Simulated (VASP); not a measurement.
Input of a VASP 6.6.1 run:

INCAR

```
ALGO = Normal
EDIFF = 1E-8
ENCUT = 520
GGA = PS
GGA_COMPAT = False
ISIF = 2
ISMEAR = -1
ISPIN = 2
LASPH = True
LCHARG = False
LEFG = True
LMAXMIX = 4
LORBIT = 11
LREAL = False
LWAVE = False
MAGMOM = 2.5 2.5 2.5 2.5 0 0 0 0
NBANDS = 38
NELM = 200
PREC = Accurate
SIGMA = 0.05
```

Contents of KPOINTS:

```
k-points
0
Gamma
  3 3 3
```

File POSCAR:

```
FeSi
1.0
    4.5507000000      0.0000000000      0.0000000000
    0.0000000000      4.5507000000      0.0000000000
    0.0000000000      0.0000000000      4.5507000000
Fe Si
4 4
Direct
    0.1365200000      0.1365200000      0.1365200000
    0.3634800000      0.8634800000      0.6365200000
    0.6365200000      0.3634800000      0.8634800000
    0.8634800000      0.6365200000      0.3634800000
    0.8424000000      0.8424000000      0.8424000000
    0.6576000000      0.1576000000      0.3424000000
    0.3424000000      0.6576000000      0.1576000000
    0.1576000000      0.3424000000      0.6576000000
```

Potentials or basis: VASP PAW PBE potentials, release 64 (Fe, Si).

Launch:

```console
$ cat potpaw_PBE.64/Fe/POTCAR potpaw_PBE.64/Si/POTCAR > POTCAR
$ mpirun -np 1 vasp_std > vasp.out
```

**Question.** What does it give for the site moments?

**Answer.** Fe +1.01; Si -0.05 μB.

**Question.** What does it give for the largest force?

**Answer.** 0.069 eV/Å.

**Question.** Estimate the net moment.

**Answer.** 3.70 μB per cell.

**Question.** Predict the pressure.

**Answer.** -16.4 GPa.

Forces in eV/Å, atoms in the order of the input:
```
Fe  -0.030 -0.030 -0.030
Fe   0.030  0.030 -0.030
Fe  -0.030  0.030  0.030
Fe   0.030 -0.030  0.030
Si   0.040  0.040  0.040
Si  -0.040 -0.040  0.040
Si   0.040 -0.040 -0.040
Si  -0.040  0.040 -0.040
```

Caveat: the k points lie up to 0.46 Å⁻¹ apart; without QUAD_EFG the Cq values of the log hold for a quadrupole moment of 1 mb, not for the nuclei; the PAW data sets were made with another functional, which shifts forces and pressure a little.
